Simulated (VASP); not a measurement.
Input of a VASP 6.6.1 run:

INCAR

```
PREC = Accurate
ENCUT = 600
EDIFF = 1E-6
ISMEAR = -1
SIGMA = 0.1
LREAL = False
LASPH = True
NELM = 100
ALGO = Normal
ISIF = 3
LWAVE = False
LCHARG = False
GGA = PE
IBRION = 2
NSW = 80
EDIFFG = -0.01
```

The input KPOINTS:

```
regular mesh
0
Gamma
  11 11 11
```

The input POSCAR:

```
ZrC
1.0
    0.0000000000      2.3650000000      2.3650000000
    2.3650000000      0.0000000000      2.3650000000
    2.3650000000      2.3650000000      0.0000000000
Zr C
1 1
Direct
    0.5000000000      0.5000000000      0.5000000000
    0.0000000000      0.0000000000      0.0000000000
```

Potentials or basis: VASP PAW PBE potentials, release 64 (Zr_sv, C).

Run with:

```bash
$ cat potpaw_PBE.64/Zr_sv/POTCAR potpaw_PBE.64/C/POTCAR > POTCAR
$ mpirun -np 1 vasp_std > vasp.out
```

(1) Estimate the relaxed cell.

(2) Estimate the band gap on the k mesh.

Results:

(1) a = 3.331 Å, b = 3.331 Å, c = 3.331 Å, α = 60.00°, β = 60.00°, γ = 60.00°.

(2) zero (band 8 reaches 10.47 eV, above the bottom of band 9 at 9.18 eV).
